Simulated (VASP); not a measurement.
Here is a VASP 6.6.1 calculation.

Contents of INCAR:

```
ALGO = Normal ; EDIFF = 1E-7
ENCUT = 520 ; GGA = PS
ISIF = 2 ; ISMEAR = 1
LASPH = T ; LCHARG = T
LELF = T ; LREAL = F
LVHAR = T ; LWAVE = F
NBANDS = 13 ; NELM = 80
PREC = Accurate ; SIGMA = 0.02
```

The input KPOINTS:

```
k-points
0
Gamma
  6 6 6
```

The input POSCAR:

```
Pb
1.0
    0.0000000000      2.4797768657      2.4797768657
    2.4797768657      0.0000000000      2.4797768657
    2.4797768657      2.4797768657      0.0000000000
Pb
1
Direct
    0.0000000000      0.0000000000      0.0000000000
```

Potentials or basis: VASP PAW PBE potentials, release 64 (Pb_d).

Run with:

```bash
$ cat potpaw_PBE.64/Pb_d/POTCAR > POTCAR
$ mpirun -np 1 vasp_std > vasp.out
```

**Question.** Estimate the pressure.

**Answer.** 0.0 GPa.

**Question.** Predict the band gap on the k mesh.

**Answer.** Zero (band 7 reaches 14.41 eV, above the bottom of band 8 at 5.50 eV).

Caveat: the k points lie up to 0.37 Å⁻¹ apart; the PAW data sets were made with another functional, which shifts forces and pressure a little; spin-orbit coupling is left out, which moves the levels of the heavy elements.
